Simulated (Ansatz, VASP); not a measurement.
BP: VASP beside Ansatz

The input INCAR:

```
SYSTEM = BP
AGGAC    = 1.0          
AGGAX    = 1.0          
ALDAC    = 0.0          
ALDAX    = 1.0          
ALGO     = Normal         ! electronic algorithm
EDIFF    = 1E-7           ! SCF threshold, eV
ENCUT    = 520            ! plane-wave cutoff, eV
GGA      = B5             ! functional
ISIF     = 2              ! what is computed and relaxed
ISMEAR   = -1             ! smearing method
LASPH    = .TRUE.         ! aspherical terms in the spheres
LCHARG   = .FALSE.        ! write CHGCAR
LREAL    = .FALSE.        ! projectors in reciprocal space
LWAVE    = .FALSE.        ! write WAVECAR
NBANDS   = 11             ! bands
NELM     = 80             ! most SCF steps
PREC     = Accurate       ! precision mode
SIGMA    = 0.05           ! smearing width, eV
```

KPOINTS

```
k-points
0
G
  10 10 10
  0 0 0
```

File POSCAR:

```
BP
1.0
    0.0000000000      2.2840269280      2.2840269280
    2.2840269280      0.0000000000      2.2840269280
    2.2840269280      2.2840269280      0.0000000000
P B
1 1
Direct
    0.7500000000      0.7500000000      0.7500000000
    0.0000000000      0.0000000000      0.0000000000
```

input.yaml

```yaml
crystal:
  lattice:
    - [0.0, 2.284026928, 2.284026928]
    - [2.284026928, 0.0, 2.284026928]
    - [2.284026928, 2.284026928, 0.0]
  atoms:
    - { symbol: P, position: [0.75, 0.75, 0.75] }
    - { symbol: B, position: [0.0, 0.0, 0.0] }
hamiltonian:
  xc: blyp
  pseudopotentials: { kind: paw }
kpoints:
  mp_grid: { grid: [10, 10, 10] }
scf:
  occupations: { method: fermi_dirac, width: 0.05 }
output:
  forces: true
  stress: true
  eigenvalues: true
```

Alike in both runs: task single point; functional BLYP; k mesh 10 × 10 × 10; occupations fermi-dirac, width 0.05 eV; no spin polarisation.

|  | VASP | Ansatz |
| --- | --- | --- |
| version | VASP 6.6.1 | Ansatz 0.2.0 |
| potentials or method | VASP PAW PBE potentials, release 64 (P, B) | Ansatz PAW |
| plane-wave cutoff (eV) | 520 | 420 |
| valence electrons in the cell | 8 | 8 |

VASP gave:

| Item | Value |
| --- | --- |
| gap on the k mesh at the Fermi level (eV) | 1.56 |
| least direct gap on the mesh (eV) | 3.55 |
| pressure (GPa) | 2.6 |

Task: What did Ansatz give for the same quantities?

Result: gap on the k mesh at the Fermi level (eV): 1.54; least direct gap on the mesh (eV): 3.52; pressure (GPa): 2.8.

VASP's potentials were made for PBE, not for BLYP.
